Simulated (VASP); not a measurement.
Here is a VASP 6.6.1 calculation.

INCAR

```
PREC     = Accurate       # precision mode
ENCUT    = 600            # plane-wave cutoff, eV
EDIFF    = 1E-7           # SCF threshold, eV
ISMEAR   = 0              # smearing method
SIGMA    = 0.1            # smearing width, eV
LREAL    = F              # projectors in reciprocal space
LASPH    = T              # aspherical terms in the spheres
NELM     = 100            # most SCF steps
ALGO     = Fast           # electronic algorithm
ISIF     = 3              # what is computed and relaxed
LWAVE    = F              # write WAVECAR
LCHARG   = F              # write CHGCAR
GGA      = PS             # functional
IBRION   = 2              # ionic algorithm
NSW      = 100            # ionic steps
EDIFFG   = -0.005         # ionic threshold
```

File KPOINTS:

```
regular mesh
0
Gamma
  20 20 20
```

File POSCAR:

```
Cr
1.0
    0.0000000000      1.7890535127      1.7890535127
    1.7890535127      0.0000000000      1.7890535127
    1.7890535127      1.7890535127      0.0000000000
Cr
1
Direct
    0.0000000000      0.0000000000      0.0000000000
```

Potentials or basis: VASP PAW PBE potentials, release 64 (Cr_pv).

The run is started by

```bash
$ cat potpaw_PBE.64/Cr_pv/POTCAR > POTCAR
$ mpirun -np 1 vasp_std > vasp.out
```

(1) What does it give for the space group after relaxing (to 0.05 Å)?

(2) Estimate the relaxed volume.

Results:

(1) Fm-3m (No. 225).

(2) 11.43 Å³/atom.

Caveat: the PAW data sets were made with another functional, which shifts forces and pressure a little; the run has no spin polarisation, though such a crystal can be magnetic.
